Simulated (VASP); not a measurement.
**Ba3TaGa3Si2SO13: single point with PBE**

The system is Ba3TaGa3Si2SO13.

```
Ba Ta Ga Si S O
1.0
     8.51500    0.00000    0.00000
    -4.25750    7.37421    0.00000
     0.00000    0.00000    5.19200
Ba Ta Ga Si S O
3 1 3 2 1 13
Direct
  0.43278 0.02343 0.01786
  0.97657 0.40936 0.01786
  0.59064 0.56722 0.01786
  0.00000 0.00000 0.00168
  0.73875 0.99120 0.50461
  0.00880 0.74755 0.50461
  0.25245 0.26125 0.50461
  0.33333 0.66667 0.42820
  0.66667 0.33333 0.53160
  0.33333 0.66667 0.81610
  0.66667 0.33333 0.22371
  0.47530 0.30654 0.65361
  0.69346 0.16876 0.65361
  0.83124 0.52470 0.65361
  0.29120 0.46773 0.31900
  0.17653 0.70880 0.31900
  0.53227 0.82347 0.31900
  0.21645 0.10998 0.23127
  0.89002 0.10646 0.23127
  0.89354 0.78355 0.23127
  0.09704 0.21661 0.77323
  0.11957 0.90296 0.77323
  0.78339 0.88043 0.77323
```

```json
{
 "Program": "VASP 6.6.1",
 "Task": "single point",
 "Functional": "PBE",
 "Potentials or basis": "VASP PAW PBE potentials, release 64 (Ba_sv, Ta_pv, Ga_d, Si, S, O)",
 "Cutoff": "520 eV",
 "k mesh": "3 × 3 × 4",
 "Occupations": "fermi-dirac, width 0.02 eV",
 "Spin": "no spin polarisation"
}
```

The pressure is 9.3 GPa, the largest force is 0.184 eV/Å and the band gap on the k mesh is 3.02 eV (least direct gap 3.34 eV).

Forces in eV/Å, atoms in the order of the input:
```
Ba   0.065 -0.014 -0.017
Ba  -0.020  0.064 -0.017
Ba  -0.045 -0.049 -0.017
Ta   0.000  0.000  0.029
Ga   0.022 -0.004  0.002
Ga  -0.007  0.021  0.002
Ga  -0.015 -0.017  0.002
Si   0.000  0.000  0.173
Si   0.000  0.000 -0.004
S    0.000  0.000 -0.184
O    0.000  0.000  0.074
O   -0.008 -0.027 -0.029
O    0.027  0.006 -0.029
O   -0.019  0.021 -0.029
O   -0.012 -0.032  0.009
O   -0.021  0.026  0.009
O    0.033  0.006  0.009
O   -0.055  0.040  0.065
O   -0.007 -0.068  0.065
O    0.062  0.028  0.065
O    0.033  0.009 -0.057
O   -0.008 -0.033 -0.057
O   -0.024  0.024 -0.057
```

Stress tensor (GPa, compression positive):
```
9.42 0.00 0.00
0.00 9.42 0.00
0.00 0.00 8.93
```

Levels at points of the mesh, in eV from the valence-band top:
```csv
k point,band 83,band 84,band 85,band 86,band 87,band 88,band 89,band 90
"(0.00, 0.00, 0.00)",-0.92,-0.83,-0.32,-0.32,3.02,4.08,4.08,4.34
"(0.00, 0.00, 0.50)",-1.01,-1.01,0.00,0.00,3.68,3.68,4.44,4.85
```

It took 29 min on 1 thread of Intel Xeon 8259CL, on a shared host, peak memory 0.59 GiB.

Caveat: the cell stands under pressure; spin-orbit coupling is left out, which moves the levels of the heavy elements. A k mesh can miss the band edges.
